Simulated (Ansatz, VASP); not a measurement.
# One calculation of Sb, two programs

```
CELL_PARAMETERS angstrom
-1.89035 1.89035 1.89035
1.89035 -1.89035 1.89035
1.89035 1.89035 -1.89035
ATOMIC_POSITIONS crystal
Sb 0.00000 0.00000 0.00000
```

Alike in both runs: task single point; functional PBEsol; k mesh 13 × 13 × 13; occupations fermi-dirac, width 0.1 eV; no spin polarisation.

```csv
,VASP,Ansatz
version,VASP 6.6.1,Ansatz 0.2.0
potentials or method,"VASP PAW PBE potentials, release 64 (Sb), cutoff 520 eV","plane waves (420 eV) with PAW, scalar-relativistic"
valence electrons in the cell,5,15
```

```tsv
	VASP	Ansatz	Ansatz less VASP
pressure (GPa)	-2.6	-2.6	+0.03
```

VASP's potentials were made for PBE, not for PBEsol, and Ansatz warns of the same on its side. VASP's potentials hold 5 valence electrons a cell and Ansatz's 15, so a difference there can come from the potentials and not from the codes.

Spin-orbit coupling is off throughout.
